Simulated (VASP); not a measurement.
Input of a VASP 6.6.1 run:

File INCAR:

```
PREC     = Accurate       # precision mode
ENCUT    = 520            # plane-wave cutoff, eV
EDIFF    = 1E-6           # SCF threshold, eV
ISMEAR   = 0              # smearing method
SIGMA    = 0.1            # smearing width, eV
LREAL    = F              # projectors in reciprocal space
LASPH    = T              # aspherical terms in the spheres
NELM     = 60             # most SCF steps
ALGO     = Normal         # electronic algorithm
ISIF     = 2              # what is computed and relaxed
LWAVE    = F              # write WAVECAR
LCHARG   = T              # write CHGCAR
GGA      = PE             # functional
LELF     = T              # ELF
LVHAR    = T            
NBANDS   = 29             # bands
```

File KPOINTS:

```
regular mesh
0
Gamma
  12 12 4
```

The input POSCAR:

```
Y2Si3O
1.0
    3.4045496209      0.0000000000      0.0000000000
    0.0000000000      3.4045496209      0.0000000000
    0.0000000000      0.0000000000      9.3407460712
Y Si O
2 3 1
Direct
    0.0000000000      0.5000000000      0.7576831223
    0.5000000000      0.0000000000      0.2423168777
    0.5000000000      0.5000000000      0.0000000000
    0.0000000000      0.5000000000      0.4498967223
    0.5000000000      0.0000000000      0.5501032777
    0.0000000000      0.0000000000      0.0000000000
```

Potentials or basis: VASP PAW PBE potentials, release 64 (Y_sv, Si, O).

Run with:

```sh
$ cat potpaw_PBE.64/Y_sv/POTCAR potpaw_PBE.64/Si/POTCAR potpaw_PBE.64/O/POTCAR > POTCAR
$ mpirun -np 1 vasp_std > vasp.out
```

Task: What does it give for the band gap on the k mesh?

Result: Zero (bands 20 and 21 overlap by 0.74 eV).

Task: Estimate the pressure.

Result: -0.1 GPa.

Forces on the atoms (eV/Å):
```
Y    0.000  0.000 -0.003
Y    0.000  0.000  0.003
Si   0.000  0.000  0.000
Si   0.000  0.000 -0.002
Si   0.000  0.000  0.002
O    0.000  0.000  0.000
```
